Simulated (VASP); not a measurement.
# AgRh (P-6m2) in VASP: further runs

Aim: see how the results for AgRh move with the level of theory and the settings. Levels: r2SCAN, LDA, r2SCAN+D4. Tasks: single point, relaxation of cell and atoms.

Program: VASP 6.6.1. These are calculated values, not measurements. Logs are shortened: lines on timing, memory, paths and dates and some standing lists are left out, and cuts for length are marked.

## (1) The cell of the first run

The structure is hexagonal, space group P-6m2 (No. 187). Conventional cell: a = 2.740 Å, b = 2.740 Å, c = 4.737 Å, α = 90.00°, β = 90.00°, γ = 120.00°. Within 3.6 Å of Ag (site symmetry -6m2) lie 6 Ag at 2.74 Å and 6 Rh at 2.85 Å. Within 3.6 Å of Rh (site symmetry -6m2) lie 6 Rh at 2.74 Å and 6 Ag at 2.85 Å.

## (2) Single point, r2SCAN

Contents of POSCAR:

```
AgRh
1.0
    2.7397608803      0.0000000000      0.0000000000
   -1.3698804401      2.3727025226      0.0000000000
    0.0000000000      0.0000000000      4.7366569494
Ag Rh
1 1
Direct
    0.0000000000      0.0000000000      0.5000000000
    0.6666666667      0.3333333333      0.0000000000
```

Contents of INCAR.step1:

```
PREC = Accurate
ENCUT = 520
ISMEAR = 1
SIGMA = 0.15
LREAL = F
LASPH = T
NELM = 60
NBANDS = 20
GGA = PE
ALGO = Normal
EDIFF = 1E-4
LWAVE = T
LCHARG = F
```

Contents of INCAR.step2:

```
PREC = Accurate
ENCUT = 520
EDIFF = 1E-7
ISMEAR = 1
SIGMA = 0.15
LREAL = F
LASPH = T
NELM = 60
ALGO = Normal
ISIF = 2
LWAVE = F
LCHARG = F
METAGGA = R2SCAN
LMIXTAU = T
NBANDS = 20
ISTART = 1
```

Contents of KPOINTS:

```
regular mesh
0
Gamma
  12 12 6
```

Potentials or basis: VASP PAW PBE potentials, release 64 (Ag, Rh_pv).

Run with:

```sh
$ cat potpaw_PBE.64/Ag/POTCAR potpaw_PBE.64/Rh_pv/POTCAR > POTCAR
$ cp INCAR.step1 INCAR
$ mpirun -np 1 vasp_std > vasp.out
$ cp INCAR.step2 INCAR
$ mpirun -np 1 vasp_std > vasp.out
```

OUTCAR:

```text
PREC = Accurate
   ENCUT = 520
   EDIFF = 1E-7
   ISMEAR = 1
   LREAL = F
   LASPH = T
   NELM = 60
   ISIF = 2
   METAGGA = R2SCAN
   ISTART = 1

 ion  position               nearest neighbor table
   1  0.000  0.000  0.500-   2 2.85   2 2.85   2 2.85   2 2.85   2 2.85   2 2.85
   2  0.667  0.333  0.000-   1 2.85   1 2.85   1 2.85   1 2.85   1 2.85   1 2.85

  LATTYP: Found a hexagonal cell.
 ALAT       =     2.7397608803
 C/A-ratio  =     1.7288577932

  Lattice vectors:

 A1 = (   2.7397608803,   0.0000000000,   0.0000000000)
 A2 = (  -1.3698804401,   2.3727025226,   0.0000000000)
 A3 = (   0.0000000000,   0.0000000000,   4.7366569494)

Analysis of symmetry for initial positions (statically):
=====================================================================
 Subroutine PRICEL returns:
 Original cell was already a primitive cell.

 Routine SETGRP: Setting up the symmetry group for a
 hexagonal supercell.

 Subroutine GETGRP returns: Found 12 space group operations
 (whereof 12 operations were pure point group operations)
 out of a pool of 24 trial point group operations.

The static configuration has the point symmetry D_3h.

Analysis of symmetry for dynamics (positions and initial velocities):
=====================================================================
 Subroutine PRICEL returns:
 Original cell was already a primitive cell.

 Routine SETGRP: Setting up the symmetry group for a
 hexagonal supercell.

 Subroutine GETGRP returns: Found 12 space group operations
 (whereof 12 operations were pure point group operations)
 out of a pool of 24 trial point group operations.

The dynamic configuration has the point symmetry D_3h.

 Subroutine INISYM returns: Found 12 space group operations
 (whereof 12 operations are pure point group operations),
 and found     1 'primitive' translations

----------------------------------------------------------------------------------------

                                     Primitive cell

  volume of cell :      30.7913

  direct lattice vectors                    reciprocal lattice vectors
     2.739760880  0.000000000  0.000000000     0.364995357  0.210730167  0.000000000
    -1.369880440  2.372702523  0.000000000     0.000000000  0.421460335  0.000000000
     0.000000000  0.000000000  4.736656949     0.000000000  0.000000000  0.211119363

  length of vectors
     2.739760880  2.739760880  4.736656949     0.421460335  0.421460335  0.211119363

  position of ions in fractional coordinates (direct lattice)
     0.000000000  0.000000000  0.500000000
     0.666666667  0.333333333  0.000000000

  ion indices of the primitive-cell ions
   primitive index   ion index
                 1           1
                 2           2

----------------------------------------------------------------------------------------

 KPOINTS: regular mesh

Automatic generation of k-mesh.
 Grid dimensions read from file:
 generate k-points for:   12   12    6

 Generating k-lattice:

  Cartesian coordinates                     Fractional coordinates (reciprocal lattice)
     0.030416280  0.017560847  0.000000000     0.083333333 -0.000000000  0.000000000
     0.000000000  0.035121695  0.000000000     0.000000000  0.083333333  0.000000000
     0.000000000  0.000000000  0.035186561     0.000000000  0.000000000  0.166666667

  Length of vectors
     0.035121695  0.035121695  0.035186561

  Shift w.r.t. Gamma in fractional coordinates (k-lattice)
     0.000000000  0.000000000  0.000000000

 Subroutine IBZKPT returns following result:
 ===========================================

 Found     76 irreducible k-points:

 Following reciprocal coordinates:
            Coordinates               Weight
  0.000000  0.000000  0.000000      1.000000
  0.083333  0.000000  0.000000      6.000000
  0.166667  0.000000  0.000000      6.000000
  0.250000 -0.000000  0.000000      6.000000
  0.333333  0.000000  0.000000      6.000000
  0.416667 -0.000000  0.000000      6.000000
[... 16 lines left out ...]
  0.250000 -0.000000  0.166667     12.000000
[... 48 lines left out ...]
     19      27.8942      0.00000
     20      29.1490      0.00000

 k-point     2 :       0.0833    0.0000    0.0000
  band No.  band energies     occupation
      1     -37.7826      2.00000
      2     -37.7566      2.00000
      3     -37.6555      2.00000
      4       2.0146      2.00000
      5       3.2587      2.00000
      6       4.5964      2.00000
[... 12 lines left out ...]
     19      27.8941      0.00000
     20      28.8546      0.00000

 k-point     3 :       0.1667    0.0000    0.0000
  band No.  band energies     occupation
      1     -37.8753      2.00000
      2     -37.7788      2.00000
      3     -37.6429      2.00000
      4       2.6540      2.00000
      5       3.5771      2.00000
      6       4.4566      2.00000
[... 12 lines left out ...]
     19      28.5181      0.00000
     20      28.5922      0.00000

 k-point     4 :       0.2500   -0.0000    0.0000
  band No.  band energies     occupation
      1     -38.0004      2.00000
      2     -37.8090      2.00000
      3     -37.6257      2.00000
      4       3.2412      2.00000
      5       3.8383      2.00000
      6       4.5919      2.00000
[... 12 lines left out ...]
     19      27.1980      0.00000
     20      27.8943      0.00000

 k-point     5 :       0.3333    0.0000    0.0000
  band No.  band energies     occupation
      1     -38.1239      2.00000
      2     -37.8390      2.00000
      3     -37.6084      2.00000
      4       3.1348      2.00000
      5       4.0621      2.00000
      6       4.1592      2.00000
[... 12 lines left out ...]
     19      25.2414      0.00000
     20      26.5455      0.00000
[... 353 lines left out ...]
      6       4.5915      2.00000
[... 12 lines left out ...]
     19      27.9000      0.00000
     20      28.6805      0.00000

 k-point    22 :       0.1667    0.0000    0.1667
  band No.  band energies     occupation
      1     -37.8753      2.00000
      2     -37.7788      2.00000
      3     -37.6432      2.00000
      4       2.8241      2.00000
      5       3.6419      2.00000
      6       4.4592      2.00000
[... 12 lines left out ...]
     19      28.4197      0.00000
     20      28.7565      0.00000

 k-point    23 :       0.2500   -0.0000    0.1667
  band No.  band energies     occupation
      1     -38.0003      2.00000
      2     -37.8090      2.00000
      3     -37.6259      2.00000
      4       3.2899      2.00000
      5       3.8798      2.00000
      6       4.5768      2.00000
[... 12 lines left out ...]
     19      26.8193      0.00000
     20      27.9695      0.00000

 k-point    24 :       0.3333    0.0000    0.1667
  band No.  band energies     occupation
      1     -38.1238      2.00000
      2     -37.8391      2.00000
      3     -37.6085      2.00000
      4       3.1474      2.00000
      5       3.8137      2.00000
      6       4.4588      2.00000
[... 12 lines left out ...]
     19      25.1442      0.00000
     20      26.9527      0.00000

 [... further k-points ...]

------------------------ aborting loop because EDIFF is reached ----------------------------------------

  FORCE on cell =-STRESS in cart. coord.  units (eV):
  Direction    XX          YY          ZZ          XY          YZ          ZX
  --------------------------------------------------------------------------------------
  -------------------------------------------------------------------------------------
  Total        0.1444650      0.1444650      0.0760205      0.0000000      0.0000000      0.0000000
  in kB        7.5170154      7.5170154      3.9556120      0.0000000      0.0000000      0.0000000
  external PRESSURE =       6.3298810 kB  Pullay stress =       0.0000000 kB

 VOLUME and BASIS-vectors are now :
 -----------------------------------------------------------------------------
  energy-cutoff  :      520.00
  volume of cell :       30.79
      direct lattice vectors                 reciprocal lattice vectors
     2.739760880  0.000000000  0.000000000     0.364995357  0.210730167  0.000000000
    -1.369880440  2.372702523  0.000000000     0.000000000  0.421460335  0.000000000
     0.000000000  0.000000000  4.736656949     0.000000000  0.000000000  0.211119363

 POSITION                                       TOTAL-FORCE (eV/Angst)
 -----------------------------------------------------------------------------------
      0.00000      0.00000      2.36833        -0.000000      0.000000      0.000000
      1.36988      0.79090      0.00000         0.000000      0.000000      0.000000
 -----------------------------------------------------------------------------------
    total drift:                                0.000000     -0.000000      0.000000

  FREE ENERGIE OF THE ION-ELECTRON SYSTEM (eV)
  ---------------------------------------------------
  free  energy   TOTEN  =       -44.9643573603 eV

  energy  without entropy=      -44.9646185037  energy(sigma->0) =      -44.96444441
```

Run time: 92 s. Hardware: 1 thread of AMD EPYC 9R45 (Zen 5), shared host; peak memory 0.15 GiB.

What came out:

```yaml
Free_energy: -44.9644 eV
Pressure: 0.6 GPa
Band_gap_on_the_k_mesh: zero (bands 13 and 14 overlap by 1.44 eV)
```

Caveat: the PAW data sets were made with another functional, which shifts forces and pressure a little.

## (3) Relaxation of cell and atoms, LDA

This run uses another cell than the first one, of 16.06 Å³/atom.

Contents of INCAR:

```
PREC = Accurate ; ENCUT = 600
EDIFF = 1E-7 ; ISMEAR = 1
SIGMA = 0.15 ; LREAL = False
LASPH = True ; NELM = 100
ALGO = Normal ; ISIF = 3
LWAVE = False ; LCHARG = False
GGA = CA ; IBRION = 2
NSW = 80 ; EDIFFG = -0.01
```

Contents of KPOINTS:

```
Automatic mesh
0
Gamma
  12 12 6
```

Contents of POSCAR:

```
AgRh
1.0
    2.7775880000      0.0000000000      0.0000000000
   -1.3887940000      2.4054617692      0.0000000000
    0.0000000000      0.0000000000      4.8086020000
Ag Rh
1 1
Direct
    0.0000000000      0.0000000000      0.5000000000
    0.6666666667      0.3333333333      0.0000000000
```

Potentials or basis: VASP PAW LDA potentials, release 64 (Ag, Rh_pv).

Run with:

```sh
$ cat potpaw_LDA.64/Ag/POTCAR potpaw_LDA.64/Rh_pv/POTCAR > POTCAR
$ mpirun -np 1 vasp_std > vasp.out
```

Run time: 2.6 min. Hardware: 1 thread of AMD EPYC 9R45 (Zen 5), shared host; peak memory 0.17 GiB.

The run converged. Its results:

| Quantity | Value |
| --- | --- |
| Free energy | -11.9136 eV |
| Relaxed volume | 14.63 Å³/atom |
| Relaxed cell | a = 2.698 Å, b = 2.698 Å, c = 4.640 Å, α = 90.00°, β = 90.00°, γ = 120.00° |
| Space group after relaxing (to 0.1 Å) | P-6m2 (No. 187) |
| Energy gained by relaxing | 75.2 meV/atom |
| Ionic steps | 9 |
| Pressure after relaxing | 0.0 GPa |
| Band gap on the k mesh | zero (bands 13 and 14 overlap by 1.48 eV) |

The path:
```
step  energy change (eV)  largest force (eV/Å)  pressure (GPa)  volume (Å³)
   1              0.0000                0.0000          -15.28        32.13
   2              0.2824                0.0000           42.08        25.52
   3             -0.1492                0.0000           -0.79        29.40
   4             -0.1494                0.0000           -0.20        29.32
   5             -0.1494                0.0000            0.20        29.26
   6             -0.1504                0.0000            0.25        29.23
   7             -0.1505                0.0000            0.26        29.22
   8             -0.1504                0.0000           -0.40        29.32
   9             -0.1505                0.0000           -0.01        29.26
```

Final structure:
```xyz
2
Lattice="2.6984 0.0000 0.0000 -1.3492 2.3369 0.0000 0.0000 0.0000 4.6403" Properties=species:S:1:pos:R:3 pbc="T T T"
Ag    0.0000    0.0000    2.3202
Rh    1.3492    0.7790    0.0000
```

Levels at points of the mesh, in eV from the Fermi level:
| k point | band 9 | band 10 | band 11 | band 12 | band 13 | band 14 | band 15 | band 16 | band 17 |
| --- | --- | --- | --- | --- | --- | --- | --- | --- | --- |
| (0.00, 0.00, 0.00) | -3.34 | -3.34 | -2.23 | -2.23 | -0.10 | 0.09 | 0.09 | 5.99 | 16.63 |
| (0.50, 0.00, 0.00) | -3.11 | -2.25 | -1.98 | -0.11 | 1.14 | 1.90 | 4.24 | 8.87 | 9.10 |
| (0.00, 0.00, 0.50) | -3.49 | -3.49 | -2.93 | -1.93 | -1.93 | 0.04 | 0.04 | 12.29 | 13.39 |
| (0.50, 0.00, 0.50) | -2.26 | -1.92 | -0.77 | -0.26 | 1.14 | 1.56 | 2.42 | 7.04 | 8.56 |

## (4) Relaxation of cell and atoms, r2SCAN+D4

This run uses another cell than the first one, of 16.06 Å³/atom.

POSCAR is that of step 3.

Contents of INCAR.step1:

```
ALGO = Normal
EDIFF = 1E-4
ENCUT = 600
GGA = PE
ISMEAR = 1
LASPH = True
LCHARG = False
LREAL = False
LWAVE = True
NELM = 60
PREC = Accurate
SIGMA = 0.15
```

Contents of INCAR.step2:

```
ALGO = Normal
EDIFF = 1E-7
EDIFFG = -0.01
ENCUT = 600
IBRION = 2
ISIF = 3
ISMEAR = 1
ISTART = 1
IVDW = 13
LASPH = True
LCHARG = False
LMIXTAU = True
LREAL = False
LWAVE = False
METAGGA = R2SCAN
NELM = 60
NSW = 80
PREC = Accurate
SIGMA = 0.15
VDW_A1 = 0.51559235
VDW_A2 = 5.77342911
VDW_S6 = 1.0
VDW_S8 = 0.6018749
```

Contents of KPOINTS:

```
k-points
0
Gamma
  12 12 6
```

Potentials or basis: VASP PAW PBE potentials, release 64 (Ag, Rh_pv).

Run with:

```sh
$ cat potpaw_PBE.64/Ag/POTCAR potpaw_PBE.64/Rh_pv/POTCAR > POTCAR
$ cp INCAR.step1 INCAR
$ mpirun -np 1 vasp_std > vasp.out
$ cp INCAR.step2 INCAR
$ mpirun -np 1 vasp_std > vasp.out
```

Wall time 9.9 min (1 thread of AMD EPYC 9R45 (Zen 5), shared host); peak memory 0.19 GiB.

It converged, with:

* Free energy: -45.4373 eV
* Relaxed volume: 15.26 Å³/atom
* Relaxed cell: a = 2.734 Å, b = 2.734 Å, c = 4.713 Å, α = 90.00°, β = 90.00°, γ = 120.00°
* Space group after relaxing (to 0.1 Å): P-6m2 (No. 187)
* Energy gained by relaxing: 21.4 meV/atom
* Ionic steps: 6
* Pressure after relaxing: 0.1 GPa
* Band gap on the k mesh: zero (bands 13 and 14 overlap by 1.46 eV)
* Dispersion energy per atom: -0.238 eV

The path:
| step | energy change (eV) | largest force (eV/Å) | pressure (GPa) | volume (Å³) |
| --- | --- | --- | --- | --- |
| 1 | 0.0000 | 0.0000 | -8.12 | 32.13 |
| 2 | 0.0505 | 0.0000 | 15.53 | 28.49 |
| 3 | -0.0425 | 0.0000 | -0.16 | 30.57 |
| 4 | -0.0425 | 0.0000 | 0.02 | 30.54 |
| 5 | -0.0429 | 0.0000 | 0.05 | 30.52 |
| 6 | -0.0429 | 0.0000 | 0.05 | 30.52 |

Final structure:
```
Ag Rh
1.0
     2.73443    0.00000    0.00000
    -1.36721    2.36808    0.00000
     0.00000    0.00000    4.71313
Ag Rh
1 1
Direct
  0.00000 0.00000 0.50000
  0.66667 0.33333 0.00000
```

Levels at points of the mesh, in eV from the Fermi level:
```tsv
k point	band 9	band 10	band 11	band 12	band 13	band 14	band 15	band 16	band 17
(0.00, 0.00, 0.00)	-3.46	-3.46	-2.11	-2.11	0.08	0.08	0.23	6.00	17.41
(0.50, 0.00, 0.00)	-3.02	-2.47	-1.78	-0.16	1.14	2.00	4.41	9.15	9.39
(0.00, 0.00, 0.50)	-3.56	-3.56	-2.73	-1.88	-1.88	0.04	0.04	12.51	13.65
(0.50, 0.00, 0.50)	-2.48	-1.96	-0.72	-0.21	1.14	1.89	2.63	7.17	8.69
```

Caveat: the PAW data sets were made with another functional, which shifts forces and pressure a little.

## (5) Relaxation of cell and atoms, r2SCAN

This run uses another cell than the first one, of 16.06 Å³/atom.

POSCAR is that of step 4.

Contents of INCAR.step1:

```
SYSTEM = AgRh
PREC = Accurate
ENCUT = 600
ISMEAR = 1
SIGMA = 0.15
LREAL = .FALSE.
LASPH = .TRUE.
NELM = 80
GGA = PE
ALGO = Normal
EDIFF = 1E-4
LWAVE = .TRUE.
LCHARG = .FALSE.
```

Contents of INCAR.step2:

```
SYSTEM = AgRh
PREC = Accurate
ENCUT = 600
EDIFF = 1E-7
ISMEAR = 1
SIGMA = 0.15
LREAL = .FALSE.
LASPH = .TRUE.
NELM = 80
ALGO = Normal
ISIF = 3
LWAVE = .FALSE.
LCHARG = .FALSE.
METAGGA = R2SCAN
LMIXTAU = .TRUE.
IBRION = 2
NSW = 80
EDIFFG = -0.01
ISTART = 1
```

Contents of KPOINTS:

```
regular mesh
0
G
  12 12 6
  0 0 0
```

Run with:

```sh
$ cat potpaw_PBE.64/Ag/POTCAR potpaw_PBE.64/Rh_pv/POTCAR > POTCAR
$ cp INCAR.step1 INCAR
$ mpirun -np 1 vasp_std > vasp.out
$ cp INCAR.step2 INCAR
$ mpirun -np 1 vasp_std > vasp.out
```

It took 10 min on 1 thread of AMD EPYC 9R45 (Zen 5), shared host; peak memory 0.19 GiB.

It converged, with:

| Property | Result |
| --- | --- |
| Free energy | -44.9638 eV |
| Relaxed volume | 15.44 Å³/atom |
| Relaxed cell | a = 2.743 Å, b = 2.743 Å, c = 4.737 Å, α = 90.00°, β = 90.00°, γ = 120.00° |
| Space group after relaxing (to 0.1 Å) | P-6m2 (No. 187) |
| Energy gained by relaxing | 12.5 meV/atom |
| Ionic steps | 6 |
| Pressure after relaxing | 0.1 GPa |
| Band gap on the k mesh | zero (bands 13 and 14 overlap by 1.44 eV) |

The path:
```tsv
step	energy change (eV)	largest force (eV/Å)	pressure (GPa)	volume (Å³)
1	0.0000	0.0000	-6.18	32.13
2	0.0247	0.0000	10.61	29.33
3	-0.0247	0.0000	-0.09	30.92
4	-0.0247	0.0000	0.05	30.89
5	-0.0249	0.0000	0.07	30.88
6	-0.0249	0.0000	0.07	30.88
```

Final structure:
```
Ag Rh
1.0
     2.74347    0.00000    0.00000
    -1.37174    2.37592    0.00000
     0.00000    0.00000    4.73685
Ag Rh
1 1
Direct
  0.00000 0.00000 0.50000
  0.66667 0.33333 0.00000
```

Levels at points of the mesh, in eV from the Fermi level:
```
           k point  band 10  band 11  band 12  band 13  band 14  band 15  band 16  band 17
(0.00, 0.00, 0.00)    -3.43    -2.07    -2.07     0.08     0.08     0.25     5.89    17.40
(0.50, 0.00, 0.00)    -2.47    -1.73    -0.16     1.12     1.99     4.36     9.06     9.31
(0.00, 0.00, 0.50)    -3.52    -2.69    -1.85    -1.85     0.04     0.04    12.38    13.50
(0.50, 0.00, 0.50)    -1.94    -0.70    -0.20     1.12     1.90     2.62     7.08     8.59
```

Caveat: the PAW data sets were made with another functional, which shifts forces and pressure a little.

## (6) Summary

```csv
task,level,potentials or basis,cell,cutoff (eV),gap on the mesh (eV),pressure (GPa),relaxed volume (Å³/atom)
single point,r2SCAN,"VASP PAW PBE potentials, release 64 (Ag, Rh_pv)","a = 2.740, b = 2.740, c = 4.737 Å, angles 90.0, 90.0, 120.0°, 2 atoms",520,none,0.6,-
relaxation of cell and atoms,LDA,"VASP PAW LDA potentials, release 64 (Ag, Rh_pv)","relaxed from a = 2.778, b = 2.778, c = 4.809 Å, angles 90.0, 90.0, 120.0°, 2 atoms",600,none,0.0,14.63
relaxation of cell and atoms,r2SCAN+D4,"VASP PAW PBE potentials, release 64 (Ag, Rh_pv)","relaxed from a = 2.778, b = 2.778, c = 4.809 Å, angles 90.0, 90.0, 120.0°, 2 atoms",600,none,0.1,15.26
relaxation of cell and atoms,r2SCAN,"VASP PAW PBE potentials, release 64 (Ag, Rh_pv)","relaxed from a = 2.778, b = 2.778, c = 4.809 Å, angles 90.0, 90.0, 120.0°, 2 atoms",600,none,0.1,15.44
```

Alike in all rows: no spin polarisation; k mesh 12 × 12 × 6; smearing methfessel-paxton 0.15 eV.

Caveats: the PAW data sets were made with another functional, which shifts forces and pressure a little (at least some runs).

Total energies depend on the potentials used, so only differences within one code and one set of settings carry meaning.
